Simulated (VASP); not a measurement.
Crystal: Ca3Tc.

```xyz
4
Lattice="4.4800 0.0000 0.0000 0.0000 4.4800 0.0000 0.0000 0.0000 4.4800" Properties=species:S:1:pos:R:3 pbc="T T T"
Tc    0.0000    0.0000    0.0000
Ca    0.0000    2.2400    2.2400
Ca    2.2400    0.0000    2.2400
Ca    2.2400    2.2400    0.0000
```

```yaml
Program: VASP 6.6.1
Task: relaxation of cell and atoms
Functional: PBE
Potentials_or_basis: VASP PAW PBE potentials, release 64 (Tc_pv, Ca_sv)
Cutoff: 500 eV
k_mesh: 5 × 5 × 5
Occupations: fermi-dirac, width 0.05 eV
Spin: no spin polarisation
```

At the start: pressure 9.5 GPa; volume 22.48 Å³/atom.

Question: How do energy, volume and symmetry change on relaxing?

Answer: Over 3 steps the energy falls by 123.6 meV/atom and the volume is 27.35 Å³/atom (+21.7 %); space group Pm-3m (No. 221, to 0.1 Å) before and after.

Step by step:
```
step  energy change (eV)  largest force (eV/Å)  pressure (GPa)  volume (Å³)
   1              0.0000                0.0000            9.45        89.92
   2             -0.4933                0.0000            0.33       108.30
   3             -0.4943                0.0000           -0.02       109.42
```

Final structure:
```cif
data_structure
_symmetry_space_group_name_H-M 'P 1'
_symmetry_Int_Tables_number 1
_cell_length_a 4.7830
_cell_length_b 4.7830
_cell_length_c 4.7830
_cell_angle_alpha 90.000
_cell_angle_beta 90.000
_cell_angle_gamma 90.000
_cell_volume 109.42
loop_
_atom_site_label
_atom_site_type_symbol
_atom_site_fract_x
_atom_site_fract_y
_atom_site_fract_z
_atom_site_occupancy
Tc1 Tc 0.00000 0.00000 0.00000 1
Ca1 Ca 0.00000 0.50000 0.50000 1
Ca2 Ca 0.50000 0.00000 0.50000 1
Ca3 Ca 0.50000 0.50000 0.00000 1
```

Caveat: the volume moved by over 15 % at a fixed basis, so the end points are rough.
